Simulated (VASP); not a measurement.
A run of VASP 6.6.1 is set up as follows.

Contents of INCAR:

```
SYSTEM = Li2Se
PREC     = Accurate       ! precision mode
ENCUT    = 750            ! plane-wave cutoff, eV
EDIFF    = 1E-6           ! SCF threshold, eV
ISMEAR   = 0              ! smearing method
SIGMA    = 0.01           ! smearing width, eV
LREAL    = .False.        ! projectors in reciprocal space
LASPH    = .True.         ! aspherical terms in the spheres
NELM     = 120            ! most SCF steps
ALGO     = Normal         ! electronic algorithm
ISIF     = 2              ! what is computed and relaxed
LWAVE    = .False.        ! write WAVECAR
LCHARG   = .False.        ! write CHGCAR
GGA      = PS             ! functional
NBANDS   = 13             ! bands
GGA_COMPAT= .False.
```

File KPOINTS:

```
Automatic mesh
0
Gamma
  6 6 6
  0 0 0
```

Contents of POSCAR:

```
Li2Se
1.0
    0.0000000000      2.9217569885      2.9217569885
    2.9217569885      0.0000000000      2.9217569885
    2.9217569885      2.9217569885      0.0000000000
Li Se
2 1
Direct
    0.2500000000      0.2500000000      0.2500000000
    0.7500000000      0.7500000000      0.7500000000
    0.0000000000      0.0000000000      0.0000000000
```

Potentials or basis: VASP PAW PBE potentials, release 64 (Li_sv, Se).

Launch:

```console
$ cat potpaw_PBE.64/Li_sv/POTCAR potpaw_PBE.64/Se/POTCAR > POTCAR
$ mpirun -np 1 vasp_std > vasp.out
```

(1) Estimate the pressure.

(2) Predict the band gap on the k mesh.

## Answers

(1) 2.0 GPa.

(2) 2.76 eV, indirect (least direct gap 3.59 eV).

Caveat: the PAW data sets were made with another functional, which shifts forces and pressure a little.
